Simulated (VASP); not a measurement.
Input of a VASP 6.6.1 run:

Contents of INCAR:

```
ALGO     = Normal         # electronic algorithm
EDIFF    = 1E-6           # SCF threshold, eV
EDIFFG   = -0.04          # ionic threshold
ENCUT    = 600            # plane-wave cutoff, eV
GGA      = PE             # functional
IBRION   = 2              # ionic algorithm
ISIF     = 3              # what is computed and relaxed
ISMEAR   = 0              # smearing method
LASPH    = T              # aspherical terms in the spheres
LCHARG   = F              # write CHGCAR
LREAL    = F              # projectors in reciprocal space
LWAVE    = F              # write WAVECAR
NELM     = 100            # most SCF steps
NSW      = 90             # ionic steps
PREC     = Accurate       # precision mode
SIGMA    = 0.1            # smearing width, eV
```

Contents of KPOINTS:

```
k-points
0
Gamma
  4 4 4
```

POSCAR

```
LuBeSi4
1.0
    0.0000000000      3.6627614300      3.6627614300
    3.6627614300      0.0000000000      3.6627614300
    3.6627614300      3.6627614300      0.0000000000
Lu Be Si
1 1 4
Direct
    0.2500000000      0.2500000000      0.2500000000
    0.0000000000      0.0000000000      0.0000000000
    0.8489440500      0.8489440500      0.8489440500
    0.8489440500      0.8489440500      0.4531678400
    0.8489440500      0.4531678400      0.8489440500
    0.4531678400      0.8489440500      0.8489440500
```

Potentials or basis: VASP PAW PBE potentials, release 64 (Lu, Be, Si).

Launch:

```sh
$ cat potpaw_PBE.64/Lu/POTCAR potpaw_PBE.64/Be/POTCAR potpaw_PBE.64/Si/POTCAR > POTCAR
$ mpirun -np 1 vasp_std > vasp.out
```

(1) Predict the relaxed cell.

(2) Estimate the relaxed volume.

(3) What does it give for the space group after relaxing (to 0.05 Å)?

Results:

(1) a = 5.721 Å, b = 5.721 Å, c = 5.721 Å, α = 60.00°, β = 60.00°, γ = 60.00°.

(2) 22.07 Å³/atom.

(3) F-43m (No. 216).

Caveat: the k points lie up to 0.34 Å⁻¹ apart in the final cell; the volume moved by over 15 % at a fixed basis, so the end points are rough.
